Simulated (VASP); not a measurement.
# RbBr (Fm-3m) in VASP: equation of state with MS2

Aim: the equation of state of RbBr with MS2.

All numbers are computed with VASP 6.6.1; they aren't measurements. Logs are shortened: lines on timing, memory, paths and dates and some standing lists are left out, and cuts for length are marked.

### Step 1. The cell of the first run

The structure is cubic, space group Fm-3m (No. 225). The conventional cell has a = 6.854 Å, b = 6.854 Å, c = 6.854 Å, α = 90.00°, β = 90.00°, γ = 90.00°. Within 4.5 Å of Rb (site symmetry m-3m) lie 6 Br at 3.43 Å. Br (site symmetry m-3m) has 6 Rb at 3.43 Å within 4.5 Å.

### Step 2. Equation of state, MS2

The input, POSCAR.step1:

```
RbBr
1.0
    0.0000000000      3.3209415753      3.3209415753
    3.3209415753      0.0000000000      3.3209415753
    3.3209415753      3.3209415753      0.0000000000
Rb Br
1 1
Direct
    0.0000000000      0.0000000000      0.0000000000
    0.5000000000      0.5000000000      0.5000000000
```

The input, POSCAR.step2:

```
RbBr
1.0
    0.0000000000      3.3570415946      3.3570415946
    3.3570415946      0.0000000000      3.3570415946
    3.3570415946      3.3570415946      0.0000000000
Rb Br
1 1
Direct
    0.0000000000      0.0000000000      0.0000000000
    0.5000000000      0.5000000000      0.5000000000
```

The input, POSCAR.step3:

```
RbBr
1.0
    0.0000000000      3.3923814715      3.3923814715
    3.3923814715      0.0000000000      3.3923814715
    3.3923814715      3.3923814715      0.0000000000
Rb Br
1 1
Direct
    0.0000000000      0.0000000000      0.0000000000
    0.5000000000      0.5000000000      0.5000000000
```

The input, POSCAR.step4:

```
RbBr
1.0
    0.0000000000      3.4270000000      3.4270000000
    3.4270000000      0.0000000000      3.4270000000
    3.4270000000      3.4270000000      0.0000000000
Rb Br
1 1
Direct
    0.0000000000      0.0000000000      0.0000000000
    0.5000000000      0.5000000000      0.5000000000
```

The input, POSCAR.step5:

```
RbBr
1.0
    0.0000000000      3.4609328999      3.4609328999
    3.4609328999      0.0000000000      3.4609328999
    3.4609328999      3.4609328999      0.0000000000
Rb Br
1 1
Direct
    0.0000000000      0.0000000000      0.0000000000
    0.5000000000      0.5000000000      0.5000000000
```

The input, POSCAR.step6:

```
RbBr
1.0
    0.0000000000      3.4942131424      3.4942131424
    3.4942131424      0.0000000000      3.4942131424
    3.4942131424      3.4942131424      0.0000000000
Rb Br
1 1
Direct
    0.0000000000      0.0000000000      0.0000000000
    0.5000000000      0.5000000000      0.5000000000
```

The input, POSCAR.step7:

```
RbBr
1.0
    0.0000000000      3.5268712329      3.5268712329
    3.5268712329      0.0000000000      3.5268712329
    3.5268712329      3.5268712329      0.0000000000
Rb Br
1 1
Direct
    0.0000000000      0.0000000000      0.0000000000
    0.5000000000      0.5000000000      0.5000000000
```

The input, INCAR:

```
ALGO     = Normal         # electronic algorithm
EDIFF    = 1E-7           # SCF threshold, eV
EFERMI   = MIDGAP       
ENCUT    = 450            # plane-wave cutoff, eV
GGA_COMPAT= False        
ISIF     = 2              # what is computed and relaxed
ISMEAR   = 0              # smearing method
LASPH    = True           # aspherical terms in the spheres
LCHARG   = False          # write CHGCAR
LMIXTAU  = True         
LREAL    = False          # projectors in reciprocal space
LWAVE    = False          # write WAVECAR
METAGGA  = MS2            # meta-GGA
NELM     = 120            # most SCF steps
NSW      = 0              # ionic steps
PREC     = Accurate       # precision mode
SIGMA    = 0.03           # smearing width, eV
```

The input, KPOINTS:

```
k-points
0
Gamma
  6 6 6
```

Potentials or basis: VASP PAW PBE potentials, release 64 (Rb_sv_GW, Br_GW).

Run with:

```
$ cat potpaw_PBE.64/Rb_sv_GW/POTCAR potpaw_PBE.64/Br_GW/POTCAR > POTCAR
$ cp POSCAR.step1 POSCAR
$ mpirun -np 1 vasp_std > vasp.out
$ cp POSCAR.step2 POSCAR
$ mpirun -np 1 vasp_std > vasp.out
$ cp POSCAR.step3 POSCAR
$ mpirun -np 1 vasp_std > vasp.out
$ cp POSCAR.step4 POSCAR
$ mpirun -np 1 vasp_std > vasp.out
$ cp POSCAR.step5 POSCAR
$ mpirun -np 1 vasp_std > vasp.out
$ cp POSCAR.step6 POSCAR
$ mpirun -np 1 vasp_std > vasp.out
$ cp POSCAR.step7 POSCAR
$ mpirun -np 1 vasp_std > vasp.out
```

OUTCAR:

```text
EDIFF = 1E-7
   EFERMI = MIDGAP
   ENCUT = 450
   ISIF = 2
   ISMEAR = 0
   LASPH = True
   LREAL = False
   METAGGA = MS2
   NELM = 120
   NSW = 0
   PREC = Accurate

 Found     16 irreducible k-points:

 Following reciprocal coordinates:
            Coordinates               Weight
  0.000000  0.000000  0.000000      1.000000
  0.166667  0.000000  0.000000      8.000000
  0.333333  0.000000  0.000000      8.000000
  0.500000  0.000000  0.000000      4.000000
  0.166667  0.166667  0.000000      6.000000
  0.333333  0.166667  0.000000     24.000000
   k-points           NKPTS =     16   k-points in BZ     NKDIM =     16   number of bands    NBANDS=     12
   number of dos      NEDOS =    301   number of ions     NIONS =      2
   total plane-waves  NPLWV =  46656
   dimension x,y,z NGX =    36 NGY =   36 NGZ =   36
   dimension x,y,z NGXF=    72 NGYF=   72 NGZF=   72
   ions per type =               1   1
   NGX,Y,Z   is equivalent  to a cutoff of  12.00, 12.00, 12.00 a.u.
   NGXF,Y,Z  is equivalent  to a cutoff of  24.00, 24.00, 24.00 a.u.
 SYSTEM =  unknown system
   PREC   = accura    normal or accurate (medium, high low for compatibility)
   ISTART =      0    job   : 0-new  1-cont  2-samecut
   ICHARG =      2    charge: 1-file 2-atom 10-const
   ISPIN  =      1    spin polarized calculation?
   LNONCOLLINEAR =      F non collinear calculations
   LSORBIT =      F    spin-orbit coupling
   LASPH  =      T    aspherical Exc in radial PAW
   ENCUT  =  450.0 eV  33.07 Ry    5.75 a.u.   8.63  8.63  8.63*2*pi/ulx,y,z
   NELM   =    120;   NELMIN=  2; NELMDL=  0     # of ELM steps
   EDIFF  = 0.1E-06   stopping-criterion for ELM
   LREAL  =      F    real-space projection
   EDIFFG = 0.1E-05   stopping-criterion for IOM
   NSW    =      0    number of steps for IOM
   IBRION =     -1    ionic relax: 0-MD 1-quasi-New 2-CG
   NFREE  =      0    steps in history (QN), initial steepest desc. (CG)
   ISIF   =      2    stress and relaxation
   ISYM   =      2    0-nonsym 1-usesym 2-fastsym
   POTIM  = 0.5000    time-step for ionic-motion
   TEBEG  =    0.0;   TEEND  =   0.0 temperature during run

   SCALEE = 1.0000    scale energy and forces
   PSTRESS=    0.0 pullay stress
   NELECT =      16.0000    total number of electrons
   NUPDOWN=      -1.0000    fix difference up-down
   EMIN   =  10.00;   EMAX   =-10.00  energy-range for DOS
   EFERMI =   0.00;   METHOD = MIDGAP
   ISMEAR =     0;   SIGMA  =   0.03  broadening in eV -4-tet -1-fermi 0-gaus
   EFERMI_NEDOS =   21; number of points for ismear=-14 and -15
   IALGO  =     38    algorithm
   IMIX   =      4    mixing-type and parameters
     AMIX     =   0.40;   BMIX     =  1.00
     AMIX_MAG =   1.60;   BMIX_MAG =  1.00
  volume/ion in A,a.u.               =      43.87       296.05
  Fermi-wavevector in a.u.,A,eV,Ry     =   0.928357  1.754341 11.726148  0.861848
  Thomas-Fermi vector in A             =   2.054525
   LORBIT       =      0    0 simple, 1 ext, 2 COOP (PROOUT), +10 PAW based schemes
   METAGGA = MS2    functional components
   LHFCALC =     F    Hartree Fock is set to
   AEXX    =    0.0000 exact exchange contribution
   IVDW    =     0    specifies the selected vdW correction
   LEPSILON=     F    determine dielectric tensor
   LRPA    =     F    only Hartree local field effects (RPA)

   CSHIFT  =0.1000    complex shift for real part using Kramers Kronig

   OMEGAMAX=  -1.0    maximum frequency
 non-spin polarized calculation
 Gauss-broadening in eV      SIGMA  =   0.03
  energy-cutoff  :      450.00
  volume of cell :       87.74
 maximum number of plane-waves:      1932
 NGX is ok and might be reduce to    36
   NGX = 17   NGY = 17   NGZ = 17

 number of electron      16.0000001 magnetization

 Free energy of the ion-electron system (eV)
  ---------------------------------------------------
  ext. energy  EPLUGINS =         0.00000000
  ---------------------------------------------------
  free energy    TOTEN  =       -10.24750037 eV

  energy without entropy =      -10.24750037  energy(sigma->0) =      -10.24750037

 E-fermi :   0.5212     XC(G=0):  -7.0557

 val. band max:       -1.8397180117   @ k =   0.0000   0.0000   0.0000
 cond. band min:       2.8820289235   @ k =   0.0000   0.0000   0.0000
 fundamental gap:      4.7217469352
 Fermi energy:         0.5211554559

 k-point     1 :       0.0000    0.0000    0.0000
  band No.  band energies     occupation
      1     -27.0911      2.00000
      2     -14.2735      2.00000
      3     -10.5928      2.00000
      4     -10.5928      2.00000
      5     -10.5928      2.00000
      6      -1.8397      2.00000
      7      -1.8397      2.00000
      8      -1.8397      2.00000
      9       2.8820      0.00000
     10       5.9717      0.00000
     11       5.9717      0.00000
     12       5.9717      0.00000

 k-point     2 :       0.1667    0.0000    0.0000
  band No.  band energies     occupation
      1     -27.0897      2.00000
      2     -14.2791      2.00000
      3     -10.5942      2.00000
      4     -10.5942      2.00000
      5     -10.5851      2.00000
      6      -2.0800      2.00000
      7      -1.9099      2.00000
      8      -1.9099      2.00000
      9       3.4468      0.00000
     10       5.7674      0.00000
     11       6.2773      0.00000
     12       6.2774      0.00000

 k-point     3 :       0.3333    0.0000    0.0000
  band No.  band energies     occupation
      1     -27.0869      2.00000
      2     -14.2904      2.00000
      3     -10.5969      2.00000
      4     -10.5969      2.00000
      5     -10.5697      2.00000
      6      -2.4772      2.00000
      7      -2.0433      2.00000
      8      -2.0433      2.00000
      9       4.6185      0.00000
     10       5.7512      0.00000
     11       7.1259      0.00000
     12       7.1259      0.00000

 k-point     4 :       0.5000    0.0000    0.0000
  band No.  band energies     occupation
      1     -27.0856      2.00000
      2     -14.2960      2.00000
      3     -10.5983      2.00000
      4     -10.5983      2.00000
      5     -10.5620      2.00000
      6      -2.6482      2.00000
      7      -2.1070      2.00000
      8      -2.1070      2.00000
      9       5.2134      0.00000
     10       5.9953      0.00000
     11       7.9970      0.00000
     12       7.9970      0.00000

 k-point     5 :       0.1667    0.1667    0.0000
  band No.  band energies     occupation
      1     -27.0892      2.00000
      2     -14.2765      2.00000
      3     -10.6048      2.00000
      4     -10.6048      2.00000
      5     -10.5773      2.00000
      6      -2.1652      2.00000
      7      -1.8871      2.00000
      8      -1.8871      2.00000
      9       3.5591      0.00000
     10       5.3432      0.00000
     11       6.5998      0.00000
     12       6.5998      0.00000

 k-point     6 :       0.3333    0.1667    0.0000
  band No.  band energies     occupation
      1     -27.0870      2.00000
      2     -14.2768      2.00000
      3     -10.6123      2.00000
      4     -10.6104      2.00000
      5     -10.5869      2.00000
      6      -2.3794      2.00000
      7      -2.0116      2.00000
      8      -1.9733      2.00000
      9       4.4607      0.00000
     10       5.1777      0.00000
     11       7.2510      0.00000
     12       7.4327      0.00000

 [... further k-points ...]

------------------------ aborting loop because EDIFF is reached ----------------------------------------

  FORCE on cell =-STRESS in cart. coord.  units (eV):
  Direction    XX          YY          ZZ          XY          YZ          ZX
  --------------------------------------------------------------------------------------
  -------------------------------------------------------------------------------------
  Total       -0.4482359     -0.4482359     -0.4482359      0.0000000     -0.0000000     -0.0000000
  in kB       -8.1849949     -8.1849949     -8.1849949      0.0000000     -0.0000000     -0.0000000
  external PRESSURE =      -8.1849949 kB  Pullay stress =       0.0000000 kB

 VOLUME and BASIS-vectors are now :
 -----------------------------------------------------------------------------
  energy-cutoff  :      450.00
  volume of cell :       87.74
      direct lattice vectors                 reciprocal lattice vectors
     0.000000000  3.526871233  3.526871233    -0.141768714  0.141768714  0.141768714
     3.526871233  0.000000000  3.526871233     0.141768714 -0.141768714  0.141768714
     3.526871233  3.526871233  0.000000000     0.141768714  0.141768714 -0.141768714

 POSITION                                       TOTAL-FORCE (eV/Angst)
 -----------------------------------------------------------------------------------
      0.00000      0.00000      0.00000        -0.000000      0.000000     -0.000000
      3.52687      3.52687      3.52687         0.000000     -0.000000      0.000000
 -----------------------------------------------------------------------------------
    total drift:                                0.000000      0.000000      0.000000

  FREE ENERGIE OF THE ION-ELECTRON SYSTEM (eV)
  ---------------------------------------------------
  free  energy   TOTEN  =       -10.2475003691 eV

  energy  without entropy=      -10.2475003691  energy(sigma->0) =      -10.24750037
```

Run time: 11 min. Hardware: 1 thread of AMD EPYC 9R45 (Zen 5), shared host; peak memory 0.2 GiB.

Results:

```
Equilibrium volume                      : 41.09 Å³/atom
Bulk modulus                            : 13.9 GPa
Pressure derivative of the bulk modulus : 5.1
```

Energy against volume, from the lowest point:
```tsv
volume (Å³/atom)	energy (meV/atom)
36.626	26.35
37.833	13.07
39.040	4.76
40.248	0.65
41.455	0.00
42.663	2.26
43.870	6.99
```

Caveat: the PAW data sets were made with another functional, which shifts forces and pressure a little.
